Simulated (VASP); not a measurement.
Set up this calculation in VASP 6.6.1, as the native input.

| Item | Value |
| --- | --- |
| Task | single point |
| Functional | PBE |
| Potentials or basis | VASP PAW PBE potentials, release 64 (K_sv, F) |
| Cutoff | 520 eV |
| k mesh | 8 × 8 × 8 |
| Occupations | gaussian, width 0.01 eV |
| Spin | no spin polarisation |
| Dipole correction | no |
| Further INCAR settings | ALGO = Normal; EDIFF = 1e-06; NBANDS = 15 |

The structure of KF lies in POSCAR:

```
KF
1.0
    0.0000000000      2.9354013608      2.9354013608
    2.9354013608      0.0000000000      2.9354013608
    2.9354013608      2.9354013608      0.0000000000
K F
1 1
Direct
    0.0000000000      0.0000000000      0.0000000000
    0.2500000000      0.2500000000      0.2500000000
```

The input as run:

INCAR

```
SYSTEM = KF
PREC = Accurate
ENCUT = 520
EDIFF = 1E-6
ISMEAR = 0
SIGMA = 0.01
LREAL = .FALSE.
LASPH = .TRUE.
NELM = 100
ALGO = Normal
ISIF = 2
LWAVE = .FALSE.
LCHARG = .TRUE.
GGA = PE
LELF = .TRUE.
LVHAR = .TRUE.
NBANDS = 15
```

KPOINTS

```
Automatic mesh
0
G
  8 8 8
  0 0 0
```

Potentials or basis: VASP PAW PBE potentials, release 64 (K_sv, F).

The run is started by

```bash
$ cat potpaw_PBE.64/K_sv/POTCAR potpaw_PBE.64/F/POTCAR > POTCAR
$ mpirun -np 1 vasp_std > vasp.out
```

It gave:

```json
{"Pressure": "0.9 GPa", "Band gap on the k mesh": "5.16 eV (least direct gap 5.37 eV)"}
```

Run time: 39 s on 1 thread of Intel Xeon 8259CL, with other jobs on the host, peak memory 0.18 GiB.
